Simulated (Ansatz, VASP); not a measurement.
# One calculation of HfO2, two programs

```
CELL_PARAMETERS angstrom
5.22890 0.00000 0.00000
0.00000 5.01791 0.00000
0.00000 0.00000 5.04223
ATOMIC_POSITIONS crystal
Hf 0.02796 0.26492 0.23662
Hf 0.47204 0.26492 0.73662
Hf 0.52796 0.73508 0.23662
Hf 0.97204 0.73508 0.73662
O 0.35795 0.06929 0.38259
O 0.14205 0.06929 0.88259
O 0.74401 0.45739 0.49380
O 0.75599 0.45739 0.99380
O 0.25599 0.54261 0.99380
O 0.24401 0.54261 0.49380
O 0.85795 0.93071 0.38259
O 0.64205 0.93071 0.88259
```

Change from the starting cell: polar distortion scaled by 0.85.

Alike in both runs: task single point; functional r2SCAN; k mesh 6 × 6 × 6; no spin polarisation.

|  | VASP | Ansatz |
| --- | --- | --- |
| version | VASP 6.6.1 | Ansatz 0.2.0 |
| potentials or method | VASP PAW PBE potentials, release 64 (Hf_pv, O), cutoff 520 eV | scalar-relativistic, plane waves, PAW |
| occupations | gaussian, width 0.01 eV | fixed |
| valence electrons in the cell | 88 | 152 |

Ansatz gave:

| Quantity | Value |
| --- | --- |
| gap on the k mesh at the Fermi level (eV) | 4.89 |
| least direct gap on the mesh (eV) | 5.26 |
| pressure (GPa) | 2.4 |
| traceless stress, the component that is largest in VASP (GPa) | -1.33 |
| rms of the force components (eV/Å) | 0.269 |

Q: Estimate VASP's values.

A: gap on the k mesh at the Fermi level (eV): 4.83; least direct gap on the mesh (eV): 5.22; pressure (GPa): -1.3; traceless stress, the component that is largest in VASP (GPa): -1.45; rms of the force components (eV/Å): 0.258.

VASP's potentials were made for PBE, not for r2SCAN. Atom by atom the forces differ by 0.027 eV/Å (rms over components). VASP's potentials hold 88 valence electrons a cell and Ansatz's 152, so a difference there can come from the potentials and not from the codes.

Spin-orbit coupling is off throughout.
